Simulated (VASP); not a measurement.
Wanted: the native input for a VASP 6.6.1 run.

- Task: single point
- Functional: HF
- Potentials or basis: VASP PAW PBE potentials, release 64 (Te, Sn_d)
- Cutoff: 520 eV
- k mesh: 4 × 4 × 4
- Occupations: fermi-dirac, width 0.05 eV
- Spin: no spin polarisation
- Dipole correction: no
- Grid for exact exchange (PRECFOCK): Normal
- Further INCAR settings: ALGO = Normal; EDIFF = 1e-06; NBANDS = 17
- Share of exact exchange: 1

Crystal: SnTe.

```
Te Sn
1.0
     0.00000    3.08653    3.08653
     3.08653    0.00000    3.08653
     3.08653    3.08653    0.00000
Te Sn
1 1
Direct
  0.50000 0.50000 0.50000
  0.00000 0.00000 0.00000
```

These files were run (other wordings do the same):

POSCAR

```
SnTe
1.0
    0.0000000000      3.0865288906      3.0865288906
    3.0865288906      0.0000000000      3.0865288906
    3.0865288906      3.0865288906      0.0000000000
Te Sn
1 1
Direct
    0.5000000000      0.5000000000      0.5000000000
    0.0000000000      0.0000000000      0.0000000000
```

INCAR.step1

```
SYSTEM = SnTe
PREC     = Accurate       ! precision mode
ENCUT    = 520            ! plane-wave cutoff, eV
EDIFF    = 1E-5           ! SCF threshold, eV
ISMEAR   = -1             ! smearing method
SIGMA    = 0.05           ! smearing width, eV
LREAL    = .False.        ! projectors in reciprocal space
LASPH    = .True.         ! aspherical terms in the spheres
NELM     = 60             ! most SCF steps
ALGO     = Normal         ! electronic algorithm
ISIF     = 2              ! what is computed and relaxed
LWAVE    = .True.         ! write WAVECAR
LCHARG   = .False.        ! write CHGCAR
GGA      = PE             ! functional
NBANDS   = 17             ! bands
```

INCAR.step2

```
SYSTEM = SnTe
PREC     = Accurate       ! precision mode
ENCUT    = 520            ! plane-wave cutoff, eV
EDIFF    = 1E-6           ! SCF threshold, eV
ISMEAR   = -1             ! smearing method
SIGMA    = 0.05           ! smearing width, eV
LREAL    = .False.        ! projectors in reciprocal space
LASPH    = .True.         ! aspherical terms in the spheres
NELM     = 60             ! most SCF steps
ALGO     = Normal         ! electronic algorithm
ISIF     = 2              ! what is computed and relaxed
LWAVE    = .False.        ! write WAVECAR
LCHARG   = .False.        ! write CHGCAR
GGA      = PE             ! functional
LHFCALC  = .True.         ! exact exchange
AEXX     = 1.0            ! exact-exchange fraction
ALDAC    = 0.0          
AGGAC    = 0.0          
PRECFOCK = Normal       
ISTART   = 1            
NBANDS   = 17             ! bands
```

KPOINTS

```
regular mesh
0
Gamma
  4 4 4
  0 0 0
```

Potentials or basis: VASP PAW PBE potentials, release 64 (Te, Sn_d).

The run is started by

```bash
$ cat potpaw_PBE.64/Te/POTCAR potpaw_PBE.64/Sn_d/POTCAR > POTCAR
$ cp INCAR.step1 INCAR
$ mpirun -np 1 vasp_std > vasp.out
$ cp INCAR.step2 INCAR
$ mpirun -np 1 vasp_std > vasp.out
```

It gave:

| Quantity | Value |
| --- | --- |
| Pressure | 6.9 GPa |
| Band gap on the k mesh | 2.46 eV |

Caveat: the k points lie up to 0.44 Å⁻¹ apart; the PAW data sets were made with another functional, which shifts forces and pressure a little; spin-orbit coupling is left out, which moves the levels of the heavy elements.

Wall time 28 min on 1 thread of Intel(R) Xeon(R) Platinum 8259CL CPU @ 2.50GHz (Skylake/Cascade Lake), with other jobs on the host, peak memory 0.2 GiB.
